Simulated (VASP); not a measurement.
# Hf2Sc (P6/mmm) in VASP: notebook

Runs on Hf2Sc. Level: PBE. Tasks: single point.

Everything below comes from runs of VASP 6.6.1. Logs are shortened: lines on timing, memory, paths and dates and some standing lists are left out, and cuts for length are marked.

## (1) The cell of the first run

Symmetry: P6/mmm, No. 191, hexagonal system. Conventional cell: a = 3.884 Å, b = 3.884 Å, c = 4.194 Å, α = 90.00°, β = 90.00°, γ = 120.00°. Hf (site symmetry -6m2) has 3 Hf at 2.24 Å within 3.0 Å. Sc (site symmetry 6/mmm) has 12 Hf at 3.07 Å and 6 Sc at 3.88 Å within 4.0 Å.

## (2) Single point, PBE

File INCAR:

```
PREC = Accurate
ENCUT = 520
EDIFF = 1E-7
ISMEAR = 0
SIGMA = 0.1
LREAL = F
LASPH = T
NELM = 60
ALGO = Normal
ISIF = 2
LWAVE = F
LCHARG = F
GGA = PE
NBANDS = 22
```

File KPOINTS:

```
Automatic mesh
0
Gamma
  6 6 4
```

File POSCAR:

```
Hf2Sc
1.0
    3.8841265258      0.0000000000      0.0000000000
   -1.9420632629      3.3637522429      0.0000000000
    0.0000000000      0.0000000000      4.1938243219
Hf Sc
2 1
Direct
    0.3333333333      0.6666666667      0.5000000000
    0.6666666667      0.3333333333      0.5000000000
    0.0000000000      0.0000000000      0.0000000000
```

Potentials or basis: VASP PAW PBE potentials, release 64 (Hf_pv, Sc_sv).

On the command line:

```sh
> cat potpaw_PBE.64/Hf_pv/POTCAR potpaw_PBE.64/Sc_sv/POTCAR > POTCAR
> mpirun -np 1 vasp_std > vasp.out
```

OUTCAR:

```text
PREC = Accurate
   ENCUT = 520
   EDIFF = 1E-7
   ISMEAR = 0
   LREAL = F
   LASPH = T
   NELM = 60
   ISIF = 2
   GGA = PE

 ion  position               nearest neighbor table
   1  0.333  0.667  0.500-   2 2.24   2 2.24   2 2.24   3 3.07   3 3.07   3 3.07   3 3.07   3 3.07
                             3 3.07
   2  0.667  0.333  0.500-   1 2.24   1 2.24   1 2.24   3 3.07   3 3.07   3 3.07   3 3.07   3 3.07
                             3 3.07
   3  0.000  0.000  0.000-   1 3.07   2 3.07   1 3.07   2 3.07   2 3.07   2 3.07   1 3.07   1 3.07
                             2 3.07   2 3.07   1 3.07   1 3.07

  LATTYP: Found a hexagonal cell.
 ALAT       =     3.8841265258
 C/A-ratio  =     1.0797342193

  Lattice vectors:

 A1 = (   3.8841265258,   0.0000000000,   0.0000000000)
 A2 = (  -1.9420632629,   3.3637522429,   0.0000000000)
 A3 = (   0.0000000000,   0.0000000000,   4.1938243219)

Analysis of symmetry for initial positions (statically):
=====================================================================
 Subroutine PRICEL returns:
 Original cell was already a primitive cell.

 Routine SETGRP: Setting up the symmetry group for a
 hexagonal supercell.

 Subroutine GETGRP returns: Found 24 space group operations
 (whereof 24 operations were pure point group operations)
 out of a pool of 24 trial point group operations.

The static configuration has the point symmetry D_6h.

Analysis of symmetry for dynamics (positions and initial velocities):
=====================================================================
 Subroutine PRICEL returns:
 Original cell was already a primitive cell.

 Routine SETGRP: Setting up the symmetry group for a
 hexagonal supercell.

 Subroutine GETGRP returns: Found 24 space group operations
 (whereof 24 operations were pure point group operations)
 out of a pool of 24 trial point group operations.

The dynamic configuration has the point symmetry D_6h.

 Subroutine INISYM returns: Found 24 space group operations
 (whereof 24 operations are pure point group operations),
 and found     1 'primitive' translations

----------------------------------------------------------------------------------------

                                     Primitive cell

  volume of cell :      54.7933

  direct lattice vectors                    reciprocal lattice vectors
     3.884126526  0.000000000  0.000000000     0.257458142  0.148643528  0.000000000
    -1.942063263  3.363752243  0.000000000     0.000000000  0.297287056  0.000000000
     0.000000000  0.000000000  4.193824322     0.000000000  0.000000000  0.238445849

  length of vectors
     3.884126526  3.884126526  4.193824322     0.297287056  0.297287056  0.238445849

  position of ions in fractional coordinates (direct lattice)
     0.333333333  0.666666667  0.500000000
     0.666666667  0.333333333  0.500000000
     0.000000000  0.000000000  0.000000000

  ion indices of the primitive-cell ions
   primitive index   ion index
                 1           1
                 2           2
                 3           3

----------------------------------------------------------------------------------------

 KPOINTS: Automatic mesh

Automatic generation of k-mesh.
 Grid dimensions read from file:
 generate k-points for:    6    6    4

 Generating k-lattice:

  Cartesian coordinates                     Fractional coordinates (reciprocal lattice)
     0.042909690  0.024773921  0.000000000     0.166666667  0.000000000  0.000000000
     0.000000000  0.049547843  0.000000000     0.000000000  0.166666667  0.000000000
     0.000000000  0.000000000  0.059611462     0.000000000  0.000000000  0.250000000

  Length of vectors
     0.049547843  0.049547843  0.059611462

  Shift w.r.t. Gamma in fractional coordinates (k-lattice)
     0.000000000  0.000000000  0.000000000

 Subroutine IBZKPT returns following result:
 ===========================================

 Found     21 irreducible k-points:

 Following reciprocal coordinates:
            Coordinates               Weight
  0.000000  0.000000  0.000000      1.000000
  0.166667  0.000000  0.000000      6.000000
  0.333333  0.000000  0.000000      6.000000
  0.500000  0.000000  0.000000      3.000000
  0.166667  0.166667  0.000000      6.000000
  0.333333  0.166667  0.000000     12.000000
[... 13 lines left out ...]
  0.333333  0.166667  0.500000     12.000000
  0.333333  0.333333  0.500000      2.000000
   k-points           NKPTS =     21   k-points in BZ     NKDIM =     21   number of bands    NBANDS=     22
   number of dos      NEDOS =    301   number of ions     NIONS =      3
   total plane-waves  NPLWV =  28800
   dimension x,y,z NGX =    30 NGY =   30 NGZ =   32
   dimension x,y,z NGXF=    60 NGYF=   60 NGZF=   64
   ions per type =               2   1
   NGX,Y,Z   is equivalent  to a cutoff of  12.84, 12.84, 12.69 a.u.
   NGXF,Y,Z  is equivalent  to a cutoff of  25.68, 25.68, 25.37 a.u.
 SYSTEM =  unknown system
   PREC   = accura    normal or accurate (medium, high low for compatibility)
   ISTART =      0    job   : 0-new  1-cont  2-samecut
   ICHARG =      2    charge: 1-file 2-atom 10-const
   ISPIN  =      1    spin polarized calculation?
   LNONCOLLINEAR =      F non collinear calculations
   LSORBIT =      F    spin-orbit coupling
   LASPH  =      T    aspherical Exc in radial PAW
   ENCUT  =  520.0 eV  38.22 Ry    6.18 a.u.   7.22  7.22  7.80*2*pi/ulx,y,z
   NELM   =     60;   NELMIN=  2; NELMDL= -5     # of ELM steps
   EDIFF  = 0.1E-06   stopping-criterion for ELM
   LREAL  =      F    real-space projection
   EDIFFG = 0.1E-05   stopping-criterion for IOM
   NSW    =      0    number of steps for IOM
   IBRION =     -1    ionic relax: 0-MD 1-quasi-New 2-CG
   NFREE  =      0    steps in history (QN), initial steepest desc. (CG)
   ISIF   =      2    stress and relaxation
   ISYM   =      2    0-nonsym 1-usesym 2-fastsym
   POTIM  = 0.5000    time-step for ionic-motion
   TEBEG  =    0.0;   TEEND  =   0.0 temperature during run
   PSTRESS=    0.0 pullay stress
   NELECT =      31.0000    total number of electrons
   NUPDOWN=      -1.0000    fix difference up-down
   EMIN   =  10.00;   EMAX   =-10.00  energy-range for DOS
   EFERMI =   0.00;   METHOD = LEGACY
   ISMEAR =     0;   SIGMA  =   0.10  broadening in eV -4-tet -1-fermi 0-gaus
   EFERMI_NEDOS =   21; number of points for ismear=-14 and -15
   IALGO  =     38    algorithm
   IMIX   =      4    mixing-type and parameters
     AMIX     =   0.40;   BMIX     =  1.00
     AMIX_MAG =   1.60;   BMIX_MAG =  1.00
  volume/ion in A,a.u.               =      18.26       123.25
  Fermi-wavevector in a.u.,A,eV,Ry     =   1.354003  2.558694 24.943878  1.833323
  Thomas-Fermi vector in A             =   2.481211
   LORBIT       =      0    0 simple, 1 ext, 2 COOP (PROOUT), +10 PAW based schemes
   GGA     = PE    functional components
   LHFCALC =     F    Hartree Fock is set to
   AEXX    =    0.0000 exact exchange contribution
   IVDW    =     0    specifies the selected vdW correction
   LEPSILON=     F    determine dielectric tensor
   LRPA    =     F    only Hartree local field effects (RPA)
 non-spin polarized calculation
 Gauss-broadening in eV      SIGMA  =   0.10
  energy-cutoff  :      520.00
  volume of cell :       54.79
 maximum number of plane-waves:      1488
 NGX is ok and might be reduce to    30
   NGX = 15   NGY = 15   NGZ = 15

 number of electron      30.9999999 magnetization

 Free energy of the ion-electron system (eV)
  ---------------------------------------------------
  ext. energy  EPLUGINS =         0.00000000
  ---------------------------------------------------
  free energy    TOTEN  =       -19.46285364 eV

  energy without entropy =      -19.44469182  energy(sigma->0) =      -19.45377273

 E-fermi :   5.3621     XC(G=0): -11.7019

 val. band max:        5.3427601792   @ k =   0.0000   0.0000   0.5000
 cond. band min:       5.3791540127   @ k =   0.0000   0.0000   0.0000
 fundamental gap:      0.0363938335
 Fermi energy:         5.3620750532

 k-point     1 :       0.0000    0.0000    0.0000
  band No.  band energies     occupation
      1     -43.2818      2.00000
      2     -26.7546      2.00000
      3     -26.7546      2.00000
      4     -24.7915      2.00000
      5     -23.2353      2.00000
      6     -22.7939      2.00000
[... 14 lines left out ...]
     21       9.2579      0.00000
     22       9.5779      0.00000

 k-point     2 :       0.1667    0.0000    0.0000
  band No.  band energies     occupation
      1     -43.2809      2.00000
      2     -26.8557      2.00000
      3     -26.5756      2.00000
      4     -24.7003      2.00000
      5     -23.3316      2.00000
      6     -22.9427      2.00000
[... 14 lines left out ...]
     21       8.7622      0.00000
     22       9.4097      0.00000

 k-point     3 :       0.3333    0.0000    0.0000
  band No.  band energies     occupation
      1     -43.2791      2.00000
      2     -27.0387      2.00000
      3     -26.1537      2.00000
      4     -24.4628      2.00000
      5     -23.5778      2.00000
      6     -23.3425      2.00000
[... 14 lines left out ...]
     21       9.3549      0.00000
     22      10.1708      0.00000

 k-point     4 :       0.5000    0.0000    0.0000
  band No.  band energies     occupation
      1     -43.2782      2.00000
      2     -27.1224      2.00000
      3     -25.8873      2.00000
      4     -24.2672      2.00000
      5     -23.7769      2.00000
      6     -23.6093      2.00000
[... 14 lines left out ...]
     21       9.4773      0.00000
     22      10.0032      0.00000

 k-point     5 :       0.1667    0.1667    0.0000
  band No.  band energies     occupation
      1     -43.2795      2.00000
      2     -27.0348      2.00000
      3     -26.2046      2.00000
      4     -24.5335      2.00000
      5     -23.5045      2.00000
      6     -23.3063      2.00000
[... 342 lines left out ...]
 k-point    19 :       0.1667    0.1667    0.5000
  band No.  band energies     occupation
      1     -43.2790      2.00000
      2     -27.0350      2.00000
      3     -26.1970      2.00000
      4     -24.5576      2.00000
      5     -23.5282      2.00000
      6     -23.3474      2.00000
[... 14 lines left out ...]
     21       9.0030      0.00000
     22       9.1957      0.00000

 k-point    20 :       0.3333    0.1667    0.5000
  band No.  band energies     occupation
      1     -43.2771      2.00000
      2     -27.2171      2.00000
      3     -25.6480      2.00000
      4     -24.3326      2.00000
      5     -23.8771      2.00000
      6     -23.8003      2.00000
[... 14 lines left out ...]
     21       8.8001      0.00000
     22       9.3978      0.00000

 k-point    21 :       0.3333    0.3333    0.5000
  band No.  band energies     occupation
      1     -43.2765      2.00000
      2     -27.3386      2.00000
      3     -24.7630      2.00000
      4     -24.7630      2.00000
      5     -24.0765      2.00000
      6     -24.0765      2.00000
[... 14 lines left out ...]
     21       8.4881      0.00000
     22      10.0762      0.00000

------------------------ aborting loop because EDIFF is reached ----------------------------------------

  FORCE on cell =-STRESS in cart. coord.  units (eV):
  Direction    XX          YY          ZZ          XY          YZ          ZX
  --------------------------------------------------------------------------------------
  -------------------------------------------------------------------------------------
  Total       24.1607265     24.1607265      0.3554568      0.0000000      0.0000000      0.0000000
  in kB      706.4687707    706.4687707     10.3936906      0.0000000      0.0000000      0.0000000
  external PRESSURE =     474.4437440 kB  Pullay stress =       0.0000000 kB

 VOLUME and BASIS-vectors are now :
 -----------------------------------------------------------------------------
  energy-cutoff  :      520.00
  volume of cell :       54.79
      direct lattice vectors                 reciprocal lattice vectors
     3.884126526  0.000000000  0.000000000     0.257458142  0.148643528  0.000000000
    -1.942063263  3.363752243  0.000000000     0.000000000  0.297287056  0.000000000
     0.000000000  0.000000000  4.193824322     0.000000000  0.000000000  0.238445849

 POSITION                                       TOTAL-FORCE (eV/Angst)
 -----------------------------------------------------------------------------------
     -0.00000      2.24250      2.09691         0.000000     -0.000000      0.000000
      1.94206      1.12125      2.09691        -0.000000      0.000000      0.000000
      0.00000      0.00000      0.00000        -0.000000      0.000000      0.000000
 -----------------------------------------------------------------------------------
    total drift:                                0.000000     -0.000000      0.000000

  FREE ENERGIE OF THE ION-ELECTRON SYSTEM (eV)
  ---------------------------------------------------
  free  energy   TOTEN  =       -19.4628536405 eV

  energy  without entropy=      -19.4446918241  energy(sigma->0) =      -19.45377273
```

Run time: 17 s. Hardware: 1 thread of Intel Xeon 6975P-C (Granite Rapids), shared host; peak memory 0.18 GiB.

What came out:

```
Free energy : -19.4629 eV
Pressure    : 47.4 GPa
```

Caveat: the k points lie up to 0.37 Å⁻¹ apart; spin-orbit coupling is left out, which moves the levels of the heavy elements.

[end of part 1 of 2]
